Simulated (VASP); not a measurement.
Here is a VASP 6.6.1 calculation.

The input INCAR:

```
SYSTEM = Sn
AGGAC = 1.0
AGGAX = 1.0
ALDAC = 0.0
ALDAX = 1.0
ALGO = Normal
EDIFF = 1E-7
ENCUT = 520
GGA = B5
ISIF = 2
ISMEAR = -1
LASPH = .True.
LCHARG = .False.
LREAL = .False.
LWAVE = .False.
NBANDS = 21
NELM = 100
PREC = Accurate
SIGMA = 0.1
```

The input KPOINTS:

```
k-points
0
Gamma
  13 13 13
  0 0 0
```

File POSCAR:

```
Sn
1.0
    0.0000000000      3.3611788305      3.3611788305
    3.3611788305      0.0000000000      3.3611788305
    3.3611788305      3.3611788305      0.0000000000
Sn
2
Direct
    0.5000000000      0.5000000000      0.5000000000
    0.7500000000      0.7500000000      0.7500000000
```

Potentials or basis: VASP PAW PBE potentials, release 64 (Sn_d).

Command:

```console
$ cat potpaw_PBE.64/Sn_d/POTCAR > POTCAR
$ mpirun -np 1 vasp_std > vasp.out
```

(1) What does it give for the pressure?

(2) Predict the band gap on the k mesh.

Results:

(1) 1.2 GPa.

(2) zero (bands 14 and 15 overlap by 0.29 eV).

Caveat: the PAW data sets were made with another functional, which shifts forces and pressure a little; spin-orbit coupling is left out, which moves the levels of the heavy elements.
